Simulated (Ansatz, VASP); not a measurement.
# Ti in VASP and in Ansatz

File POSCAR:

```
Ti
1.0
    0.0000000000      1.9285000000      1.9285000000
    1.9285000000      0.0000000000      1.9285000000
    1.9285000000      1.9285000000      0.0000000000
Ti
1
Direct
    0.0000000000      0.0000000000      0.0000000000
```

INCAR.step1

```
SYSTEM = Ti
PREC = Accurate
ENCUT = 520
ISMEAR = 0
SIGMA = 0.15
LREAL = .False.
LASPH = .True.
NELM = 60
NBANDS = 12
GGA = PE
ALGO = Normal
EDIFF = 1E-4
LWAVE = .True.
LCHARG = .False.
```

INCAR.step2

```
SYSTEM = Ti
PREC = Accurate
ENCUT = 520
EDIFF = 1E-6
ISMEAR = 0
SIGMA = 0.15
LREAL = .False.
LASPH = .True.
NELM = 60
ALGO = Normal
ISIF = 2
LWAVE = .False.
LCHARG = .False.
METAGGA = R2SCAN
LMIXTAU = .True.
NBANDS = 12
ISTART = 1
```

Contents of KPOINTS:

```
Automatic mesh
0
Gamma
  20 20 20
  0 0 0
```

Input for Ansatz:

```yaml
crystal:
  lattice:
    - [0.0, 1.9285, 1.9285]
    - [1.9285, 0.0, 1.9285]
    - [1.9285, 1.9285, 0.0]
  atoms:
    - { symbol: Ti, position: [0.0, 0.0, 0.0] }
basis:
  ecutwfc: 500
kpoints:
  mp_grid: { grid: [20, 20, 20] }
hamiltonian:
  xc: r2scan
scf:
  occupations: { method: gaussian, width: 0.15 }
output:
  forces: true
  stress: true
  eigenvalues: true
```

Change from the starting cell: strain -0.050 along x and y, -0.050 along z, atoms carried along.

Alike in both runs: task single point; functional r2SCAN; k mesh 20 × 20 × 20; occupations gaussian, width 0.15 eV; no spin polarisation.

|  | VASP | Ansatz |
| --- | --- | --- |
| version | VASP 6.6.1 | Ansatz 0.2.0 |
| potentials or method | VASP PAW PBE potentials, release 64 (Ti_sv), cutoff 520 eV | scalar-relativistic, plane waves, PAW |
| valence electrons in the cell | 12 | 12 |

|  | VASP | Ansatz | Ansatz less VASP |
| --- | --- | --- | --- |
| gap on the k mesh at the Fermi level (eV) | none | none | - |
| pressure (GPa) | 29.4 | 28.8 | -0.67 |

VASP's potentials were made for PBE, not for r2SCAN. A gap of «none» marks a metal or a gap that the smearing closes. Both programs put the cell under a high pressure, so it lies far from rest at this level. With one functional, cell and mesh, what is left measures potentials, basis and numerics.
